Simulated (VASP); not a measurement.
# TiCo (Pm-3m) in VASP: notebook, part 2 of 2

VASP 6.6.1. The steps go on from the part before.

## (3) Single point, PBE, collinear spin, ferromagnetic start (volume scaled by 1.03)

File INCAR:

```
  PREC = Accurate
  ENCUT = 520
  EDIFF = 1E-7
  ISMEAR = 0
  SIGMA = 0.1
  LREAL = F
  LASPH = T
  NELM = 150
  ALGO = Normal
  ISIF = 2
  LWAVE = F
  LCHARG = F
  ISPIN = 2
  MAGMOM = 0 1.07
  LORBIT = 11
  LMAXMIX = 4
  GGA = PE
  NBANDS = 22
```

File KPOINTS:

```
Automatic mesh
0
Gamma
  18 18 18
```

File POSCAR:

```
TiCo
1.0
    3.0147585073      0.0000000000      0.0000000000
    0.0000000000      3.0147585073      0.0000000000
    0.0000000000      0.0000000000      3.0147585073
Ti Co
1 1
Direct
    0.0000000000      0.0000000000      0.0000000000
    0.5000000000      0.5000000000      0.5000000000
```

Potentials or basis: VASP PAW PBE potentials, release 64 (Ti_sv, Co).

Run with:

```
$ cat potpaw_PBE.64/Ti_sv/POTCAR potpaw_PBE.64/Co/POTCAR > POTCAR
$ mpirun -np 1 vasp_std > vasp.out
```

OUTCAR:

```text
PREC = Accurate
   ENCUT = 520
   EDIFF = 1E-7
   ISMEAR = 0
   LREAL = F
   LASPH = T
   NELM = 150
   ISIF = 2
   ISPIN = 2
   LORBIT = 11
   GGA = PE

 ion  position               nearest neighbor table
   1  0.000  0.000  0.000-   2 2.61   2 2.61   2 2.61   2 2.61   2 2.61   2 2.61   2 2.61   2 2.61

   2  0.500  0.500  0.500-   1 2.61   1 2.61   1 2.61   1 2.61   1 2.61   1 2.61   1 2.61   1 2.61

  LATTYP: Found a simple cubic cell.
 ALAT       =     3.0147585073

  Lattice vectors:

 A1 = (   3.0147585073,   0.0000000000,   0.0000000000)
 A2 = (   0.0000000000,   3.0147585073,   0.0000000000)
 A3 = (   0.0000000000,   0.0000000000,   3.0147585073)

Analysis of symmetry for initial positions (statically):
=====================================================================
 Subroutine PRICEL returns:
 Original cell was already a primitive cell.

 Routine SETGRP: Setting up the symmetry group for a
 simple cubic supercell.

 Subroutine GETGRP returns: Found 48 space group operations
 (whereof 48 operations were pure point group operations)
[... 788 lines left out ...]
 [... further k-points ...]

 spin component 2

 k-point     1 :       0.0000    0.0000    0.0000
  band No.  band energies     occupation
      1     -47.6610      1.00000
      2     -23.7619      1.00000
      3     -23.7619      1.00000
      4     -23.7619      1.00000
      5       1.9799      1.00000
      6       6.2100      1.00000
[... 589 lines left out ...]
     21      27.4056      0.00000
     22      28.1231      0.00000

 [... further k-points ...]
[... 5 lines left out ...]
  --------------------------------------------------------------------------------------
  -------------------------------------------------------------------------------------
  Total       -0.8571023     -0.8571023     -0.8571023      0.0000000     -0.0000000      0.0000000
  in kB      -50.1170684    -50.1170684    -50.1170684      0.0000000     -0.0000000      0.0000000
  external PRESSURE =     -50.1170684 kB  Pullay stress =       0.0000000 kB

 VOLUME and BASIS-vectors are now :
 -----------------------------------------------------------------------------
  energy-cutoff  :      520.00
  volume of cell :       27.40
      direct lattice vectors                 reciprocal lattice vectors
     3.014758507  0.000000000  0.000000000     0.331701527  0.000000000  0.000000000
     0.000000000  3.014758507  0.000000000     0.000000000  0.331701527  0.000000000
     0.000000000  0.000000000  3.014758507     0.000000000  0.000000000  0.331701527

 POSITION                                       TOTAL-FORCE (eV/Angst)
 -----------------------------------------------------------------------------------
      0.00000      0.00000      0.00000         0.000000      0.000000      0.000000
      1.50738      1.50738      1.50738         0.000000      0.000000      0.000000
 -----------------------------------------------------------------------------------
    total drift:                                0.000000      0.000000     -0.000000

  FREE ENERGIE OF THE ION-ELECTRON SYSTEM (eV)
  ---------------------------------------------------
  free  energy   TOTEN  =       -15.6660090116 eV

  energy  without entropy=      -15.6571571867  energy(sigma->0) =      -15.66158310

 total charge

# of ion       s       p       d       tot
------------------------------------------
    1        2.241   6.171   1.834  10.245
    2        0.514   0.444   7.281   8.240
--------------------------------------------------
tot          2.755   6.615   9.115  18.485

 magnetization (x)

# of ion       s       p       d       tot
------------------------------------------
    1       -0.003  -0.014  -0.036  -0.053
    2        0.028  -0.006   0.972   0.994
--------------------------------------------------
tot          0.025  -0.020   0.936   0.941
```

OSZICAR:

```text
N       E                     dE             d eps       ncg     rms          rms(c)
DAV:   1     0.166428302640E+03    0.16643E+03   -0.95808E+03 19630   0.119E+03
DAV:   2    -0.740259496252E+01   -0.17383E+03   -0.16543E+03 19744   0.304E+02
DAV:   3    -0.177278313021E+02   -0.10325E+02   -0.10139E+02 24382   0.788E+01
[... 12 lines left out ...]
DAV:  16    -0.156660082316E+02   -0.35290E-04   -0.15447E-04 25764   0.111E-01    0.913E-03
DAV:  17    -0.156660086354E+02   -0.40379E-06   -0.51305E-06 22472   0.191E-02    0.411E-03
DAV:  18    -0.156660088667E+02   -0.23127E-06   -0.31952E-07 21364   0.376E-03    0.453E-03
DAV:  19    -0.156660090046E+02   -0.13796E-06   -0.13703E-07 11264   0.397E-03    0.216E-03
DAV:  20    -0.156660090116E+02   -0.70054E-08   -0.68937E-08 10610   0.238E-03
   1 F= -.15666009E+02 E0= -.15661583E+02  d E =-.885182E-02  mag=     0.8790
```

Run time: 5.2 min. Hardware: 1 thread of Oxide Virtual Turin-like, shared host; peak memory 0.27 GiB.

What came out:

- Free energy: -15.6660 eV
- Pressure: -5.0 GPa
- Net moment: 0.88 μB per cell
- Site moments: Ti -0.05; Co +0.99 μB
- Valence electrons inside the program's atomic spheres: Ti 10.24; Co 8.24

## (4) Single point, PBE, collinear spin, ferromagnetic start (volume scaled by 1.06)

File INCAR:

```
PREC = Accurate
ENCUT = 520
EDIFF = 1E-7
ISMEAR = 0
SIGMA = 0.1
LREAL = F
LASPH = T
NELM = 150
ALGO = Normal
ISIF = 2
LWAVE = F
LCHARG = F
ISPIN = 2
MAGMOM = 0 1.07
LORBIT = 11
LMAXMIX = 4
GGA = PE
NBANDS = 22
```

KPOINTS is that of step 3.

File POSCAR:

```
TiCo
1.0
    3.0437483482      0.0000000000      0.0000000000
    0.0000000000      3.0437483482      0.0000000000
    0.0000000000      0.0000000000      3.0437483482
Ti Co
1 1
Direct
    0.0000000000      0.0000000000      0.0000000000
    0.5000000000      0.5000000000      0.5000000000
```

Run with:

```
$ cat potpaw_PBE.64/Ti_sv/POTCAR potpaw_PBE.64/Co/POTCAR > POTCAR
$ mpirun -np 1 vasp_std > vasp.out
```

It took 4.7 min on 1 thread of Oxide Virtual Turin-like, shared host; peak memory 0.28 GiB.

Results (log left out):

- Free energy: -15.6314 eV
- Pressure: -8.9 GPa
- Net moment: 0.89 μB per cell
- Site moments: Ti -0.08; Co +1.04 μB
- Valence electrons inside the program's atomic spheres: Ti 10.21; Co 8.20

Levels at points of the mesh, in eV from the Fermi level:
Spin up:
```
           k point  band 7  band 8  band 9  band 10  band 11  band 12  band 13  band 14  band 15  band 16
(0.00, 0.00, 0.00)   -3.93   -1.82   -1.82    -1.82     0.43     0.43     2.49     2.49     2.49     8.53
(0.50, 0.00, 0.00)   -2.98   -1.93   -1.93    -1.50    -0.74    -0.56     0.66     0.66     2.11     3.63
(0.50, 0.50, 0.00)   -2.58   -2.58   -1.56    -0.84     0.58     0.58     1.03     2.26     2.26     2.93
(0.50, 0.50, 0.50)   -2.69   -1.90   -1.90    -1.90    -1.54    -1.54     3.00     3.00     6.46     7.87
```
Spin down:
```csv
k point,band 6,band 7,band 8,band 9,band 10,band 11,band 12,band 13,band 14,band 15
"(0.00, 0.00, 0.00)",-3.19,-3.19,-1.20,-1.20,-1.20,1.00,1.00,2.55,2.55,2.55
"(0.50, 0.00, 0.00)",-3.69,-1.61,-1.28,-1.28,-0.80,-0.73,0.60,0.63,0.63,2.08
"(0.50, 0.50, 0.00)",-3.46,-2.10,-2.10,0.09,0.34,0.52,0.52,1.17,2.44,2.44
"(0.50, 0.50, 0.50)",-2.16,-2.16,-1.93,-1.93,-1.93,0.12,0.12,2.88,2.88,6.77
```

## (5) Summary

| level | cell | gap on the mesh (eV) | pressure (GPa) | moment (μB) |
| --- | --- | --- | --- | --- |
| PBEsol | a = 2.985 Å, 2 atoms | none | -7.9 | 0.79 |
| PBE | a = 3.015 Å, 2 atoms | none | -5.0 | 0.88 |
| PBE | a = 3.044 Å, 2 atoms | none | -8.9 | 0.89 |

Alike in all rows: task single point; potentials or basis VASP PAW PBE potentials, release 64 (Ti_sv, Co); spin collinear, ferromagnetic start; k mesh 18 × 18 × 18; cutoff (eV) 520; smearing gaussian 0.1 eV.

Caveats: the PAW data sets were made with another functional, which shifts forces and pressure a little (some runs).

Absolute energies hang on the potentials; compare differences alone.
